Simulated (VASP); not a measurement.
Runs of VASP 6.6.1 on Ge2Sb2Se. The structure is that of space group P-3m1 (No. 164), or close to it. The cells are those of the table. 

| task | cell | k mesh | cutoff (eV) | gap on the mesh (eV) | pressure (GPa) | largest force (eV/Å) |
| --- | --- | --- | --- | --- | --- | --- |
| single point | a = 4.302, b = 4.302, c = 9.495 Å, angles 90.0, 90.0, 120.0°, 5 atoms | 6 × 6 × 2 | 520 | none | 0.1 | 0.02 |
| relaxation of cell and atoms | relaxed from a = 4.417, b = 4.417, c = 7.958 Å, angles 90.0, 90.0, 120.0°, 5 atoms | 6 × 6 × 2 | 600 | none | 0.0 | 0.04 |
| single point | a = 4.274, b = 4.274, c = 9.605 Å, angles 90.0, 90.0, 120.0°, 5 atoms | 12 × 12 × 4 | 520 | none | 0.0 | 0.02 |
| single point | a = 4.417, b = 4.417, c = 7.958 Å, angles 90.0, 90.0, 120.0°, 5 atoms | 6 × 6 × 2 | 520 | none | 41.6 | (a) |

Alike in all rows: level PBE; potentials or basis VASP PAW PBE potentials, release 64 (Ge_d, Sb, Se); no spin polarisation; smearing gaussian 0.1 eV.

Question: Estimate the missing entries.

Answer: (a) 23.47.

Caveats: some runs use coarse meshes; spin-orbit coupling is left out, which moves the levels of the heavy elements; this functional lacks dispersion, which binds the layers, so the pressure and a relaxed spacing across them are unreliable (some runs); forces of over 1 eV/Å act on the atoms, so gaps and moduli don't describe the material at rest (some runs).

A k mesh can miss the band edges, and the runs leave out spin-orbit coupling on Ge, Sb, Se.

A gap of «none» marks levels without a gap at the run's occupations.
